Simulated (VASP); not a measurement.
# TiC (P4/mmm) in VASP: density of states with PBE

Aim: the density of states of TiC with PBE.

All numbers are computed with VASP 6.6.1; they aren't measurements. Logs are shortened: lines on timing, memory, paths and dates and some standing lists are left out, and cuts for length are marked.

## Step 1: The cell of the first run

The structure is tetragonal, space group P4/mmm (No. 123). The conventional cell has a = 2.539 Å, b = 2.539 Å, c = 3.632 Å, α = 90.00°, β = 90.00°, γ = 90.00°. Ti (site symmetry 4/mmm) has 4 Ti at 2.54 Å and 8 C at 2.55 Å within 3.4 Å. Within 3.4 Å of C (site symmetry 4/mmm) lie 4 C at 2.54 Å and 8 Ti at 2.55 Å.

## Step 2: Density of states, PBE

The input, POSCAR:

```
TiC
1.0
    2.5385970000      0.0000000000      0.0000000000
    0.0000000000      2.5385970000      0.0000000000
    0.0000000000      0.0000000000      3.6317690000
Ti C
1 1
Direct
    0.0000000000      0.0000000000      0.0000000000
    0.5000000000      0.5000000000      0.5000000000
```

The input, INCAR.step1:

```
SYSTEM = TiC
PREC = Accurate
ENCUT = 520
EDIFF = 1E-6
ISMEAR = -1
SIGMA = 0.1
LREAL = .False.
LASPH = .True.
NELM = 100
ALGO = Normal
ISIF = 2
LWAVE = .False.
LCHARG = .True.
LMAXMIX = 4
GGA = PE
NBANDS = 15
```

The input, KPOINTS.step1:

```
regular mesh
0
Gamma
  13 13 9
  0 0 0
```

The input, INCAR.step2:

```
SYSTEM = TiC
PREC = Accurate
ENCUT = 520
EDIFF = 1E-6
ISMEAR = -5
SIGMA = 0.1
LREAL = .False.
LASPH = .True.
NELM = 100
ALGO = Normal
ISIF = 2
LWAVE = .False.
LCHARG = .False.
LMAXMIX = 4
GGA = PE
LORBIT = 11
NEDOS = 2001
ICHARG = 11
```

The input, KPOINTS.step2:

```
regular mesh
0
Gamma
  20 20 14
  0 0 0
```

Potentials or basis: VASP PAW PBE potentials, release 64 (Ti_sv, C).

The run is started by

```sh
cat potpaw_PBE.64/Ti_sv/POTCAR potpaw_PBE.64/C/POTCAR > POTCAR
cp INCAR.step1 INCAR
cp KPOINTS.step1 KPOINTS
mpirun -np 1 vasp_std > vasp.out
cp INCAR.step2 INCAR
cp KPOINTS.step2 KPOINTS
mpirun -np 1 vasp_std > vasp.out
```

OUTCAR:

```text
SYSTEM = TiC
   PREC = Accurate
   ENCUT = 520
   EDIFF = 1E-6
   ISMEAR = -5
   LREAL = .False.
   LASPH = .True.
   NELM = 100
   ISIF = 2
   GGA = PE
   LORBIT = 11
   ICHARG = 11

 ion  position               nearest neighbor table
   1  0.000  0.000  0.000-
   2  0.500  0.500  0.500-

  LATTYP: Found a simple tetragonal cell.
 ALAT       =     2.5385970000
 C/A-ratio  =     1.4306205357

  Lattice vectors:

 A1 = (   2.5385970000,   0.0000000000,   0.0000000000)
 A2 = (   0.0000000000,   2.5385970000,   0.0000000000)
 A3 = (   0.0000000000,   0.0000000000,   3.6317690000)

Analysis of symmetry for initial positions (statically):
=====================================================================
 Subroutine PRICEL returns:
 Original cell was already a primitive cell.

 Routine SETGRP: Setting up the symmetry group for a
 simple tetragonal supercell.

 Subroutine GETGRP returns: Found 16 space group operations
 (whereof 16 operations were pure point group operations)
 out of a pool of 16 trial point group operations.

The static configuration has the point symmetry D_4h.

Analysis of symmetry for dynamics (positions and initial velocities):
=====================================================================
 Subroutine PRICEL returns:
 Original cell was already a primitive cell.

 Routine SETGRP: Setting up the symmetry group for a
 simple tetragonal supercell.

 Subroutine GETGRP returns: Found 16 space group operations
 (whereof 16 operations were pure point group operations)
 out of a pool of 16 trial point group operations.

The dynamic configuration has the point symmetry D_4h.

 Subroutine INISYM returns: Found 16 space group operations
 (whereof 16 operations are pure point group operations),
 and found     1 'primitive' translations

----------------------------------------------------------------------------------------

                                     Primitive cell

  volume of cell :      23.4048

  direct lattice vectors                    reciprocal lattice vectors
     2.538597000  0.000000000  0.000000000     0.393918373  0.000000000  0.000000000
     0.000000000  2.538597000  0.000000000     0.000000000  0.393918373  0.000000000
     0.000000000  0.000000000  3.631769000     0.000000000  0.000000000  0.275347909

  length of vectors
     2.538597000  2.538597000  3.631769000     0.393918373  0.393918373  0.275347909

  position of ions in fractional coordinates (direct lattice)
     0.000000000  0.000000000  0.000000000
     0.500000000  0.500000000  0.500000000

[... 96 lines left out ...]
   IMIX   =      4    mixing-type and parameters
     AMIX     =   0.40;   BMIX     =  1.00
     AMIX_MAG =   1.60;   BMIX_MAG =  1.00
  volume/ion in A,a.u.               =      11.70        78.97
  Fermi-wavevector in a.u.,A,eV,Ry     =   1.442158  2.725284 28.297674  2.079820
  Thomas-Fermi vector in A             =   2.560710
   LORBIT       =     11    0 simple, 1 ext, 2 COOP (PROOUT), +10 PAW based schemes
   GGA     = PE    functional components
   LHFCALC =     F    Hartree Fock is set to
   AEXX    =    0.0000 exact exchange contribution
   IVDW    =     0    specifies the selected vdW correction
   LEPSILON=     F    determine dielectric tensor
   LRPA    =     F    only Hartree local field effects (RPA)
 non-spin polarized calculation
 Fermi weights with tetrahedron method with Bloechl corrections
  energy-cutoff  :      520.00
  volume of cell :       23.40
 maximum number of plane-waves:       653
 NGX is ok and might be reduce to    20

 number of electron      16.0000005 magnetization

 Free energy of the ion-electron system (eV)
  ---------------------------------------------------
  ext. energy  EPLUGINS =         0.00000000
  ---------------------------------------------------
  free energy    TOTEN  =       -15.34006613 eV

  energy without entropy =      -15.34006613  energy(sigma->0) =      -15.34006613

 E-fermi :   8.7035     XC(G=0): -12.0529

 val. band max:        8.8560365239   @ k =   0.4000   0.2000   0.2857
 cond. band min:       8.5791871460   @ k =   0.5000   0.1500   0.0000
 fundamental gap:     -0.2768493778
 Fermi energy:         8.7035293981

 k-point     1 :       0.0000    0.0000    0.0000
  band No.  band energies     occupation
      1     -48.5748      2.00000
      2     -24.8367      2.00000
      3     -24.1729      2.00000
      4     -24.1729      2.00000
      5      -4.2842      2.00000
      6       6.0853      2.00000
      7       6.1690      2.00000
      8       6.7371      2.00000
      9      11.2440      0.00000
     10      11.2440      0.00000
     11      11.2648      0.00000
     12      11.2648      0.00000
[... 331 lines left out ...]
 k-point    24 :       0.2000    0.1000    0.0000
  band No.  band energies     occupation
      1     -48.4950      2.00000
      2     -24.7706      2.00000
      3     -24.5781      2.00000
      4     -24.2500      2.00000
      5      -3.3323      2.00000
      6       5.7048      2.00000
      7       6.8682      2.00000
      8       7.0323      2.00000
      9       9.6332      0.00000
     10      10.3862      0.00000
     11      10.7736      0.00000
     12      12.0025      0.00000

 [... further k-points ...]

------------------------ aborting loop because EDIFF is reached ----------------------------------------

  FORCE on cell =-STRESS in cart. coord.  units (eV):
  Direction    XX          YY          ZZ          XY          YZ          ZX
  --------------------------------------------------------------------------------------
  -------------------------------------------------------------------------------------
  Total       -0.6709150     -0.6709150     -9.3416308      0.0000000     -0.0000000      0.0000000
  in kB      -45.9274476    -45.9274476   -639.4808449      0.0000000     -0.0000000      0.0000000
  external PRESSURE =    -243.7785800 kB  Pullay stress =       0.0000000 kB

 VOLUME and BASIS-vectors are now :
 -----------------------------------------------------------------------------
  energy-cutoff  :      520.00
  volume of cell :       23.40
      direct lattice vectors                 reciprocal lattice vectors
     2.538597000  0.000000000  0.000000000     0.393918373  0.000000000  0.000000000
     0.000000000  2.538597000  0.000000000     0.000000000  0.393918373  0.000000000
     0.000000000  0.000000000  3.631769000     0.000000000  0.000000000  0.275347909

 POSITION                                       TOTAL-FORCE (eV/Angst)
 -----------------------------------------------------------------------------------
      0.00000      0.00000      0.00000         0.000000      0.000000      0.000000
      1.26930      1.26930      1.81588         0.000000      0.000000      0.000000
 -----------------------------------------------------------------------------------
    total drift:                                0.000000      0.000000      0.000000

  FREE ENERGIE OF THE ION-ELECTRON SYSTEM (eV)
  ---------------------------------------------------
  free  energy   TOTEN  =       -15.3400661304 eV

  energy  without entropy=      -15.3400661304  energy(sigma->0) =      -15.34006613

 total charge

# of ion       s       p       d       tot
------------------------------------------
    1        2.182   6.109   2.029  10.319
    2        0.917   1.225   0.000   2.141
--------------------------------------------------
tot          3.098   7.334   2.029  12.461
```

OUTCAR.step1:

```text
SYSTEM = TiC
   PREC = Accurate
   ENCUT = 520
   EDIFF = 1E-6
   ISMEAR = -1
   LREAL = .False.
[... 655 lines left out ...]
      0.00000      0.00000      0.00000         0.000000      0.000000      0.000000
      1.26930      1.26930      1.81588         0.000000      0.000000      0.000000
 -----------------------------------------------------------------------------------
    total drift:                                0.000000      0.000000      0.000000

  FREE ENERGIE OF THE ION-ELECTRON SYSTEM (eV)
  ---------------------------------------------------
  free  energy   TOTEN  =       -15.3561429805 eV

  energy  without entropy=      -15.3327701977  energy(sigma->0) =      -15.34445659
```

OSZICAR.step1:

```text
N       E                     dE             d eps       ncg     rms          rms(c)
DAV:   1     0.118656962087E+03    0.11866E+03   -0.79284E+03  4207   0.124E+03
DAV:   2    -0.106658529789E+02   -0.12932E+03   -0.12199E+03  4592   0.325E+02
DAV:   3    -0.179382531364E+02   -0.72724E+01   -0.70355E+01  5812   0.755E+01
DAV:   4    -0.181302576482E+02   -0.19200E+00   -0.19160E+00  4860   0.114E+01
DAV:   5    -0.181354082161E+02   -0.51506E-02   -0.51493E-02  5452   0.171E+00    0.127E+01
DAV:   6    -0.183590434102E+02   -0.22364E+00   -0.97556E+00  6094   0.444E+01    0.118E+01
DAV:   7    -0.154146813117E+02    0.29444E+01   -0.34432E+00  5280   0.258E+01    0.397E+00
DAV:   8    -0.154103020547E+02    0.43793E-02   -0.25345E-01  4578   0.352E+00    0.337E+00
DAV:   9    -0.153645858418E+02    0.45716E-01   -0.31749E-01  5376   0.626E+00    0.106E+00
DAV:  10    -0.153596012916E+02    0.49846E-02   -0.13940E-02  4711   0.153E+00    0.670E-01
DAV:  11    -0.153563563814E+02    0.32449E-02   -0.13807E-02  4725   0.161E+00    0.175E-01
DAV:  12    -0.153561731281E+02    0.18325E-03   -0.53470E-04  4783   0.213E-01    0.640E-02
DAV:  13    -0.153561434686E+02    0.29659E-04   -0.48638E-05  5738   0.755E-02    0.143E-02
DAV:  14    -0.153561429805E+02    0.48809E-06   -0.31311E-06  4822   0.172E-02
   1 F= -.15356143E+02 E0= -.15344457E+02  d E =-.233728E-01
```

Run time: 2.6 min. Hardware: 1 thread of Intel Xeon Platinum 8175M at 2.50GHz (Skylake/Cascade Lake), shared host; peak memory 0.28 GiB.

What came out:

```yaml
Valence_electrons_inside_the_program's_atomic_spheres: Ti 10.32; C 2.14
```

Caveat: tetrahedron occupations give inexact forces and stress in metals.
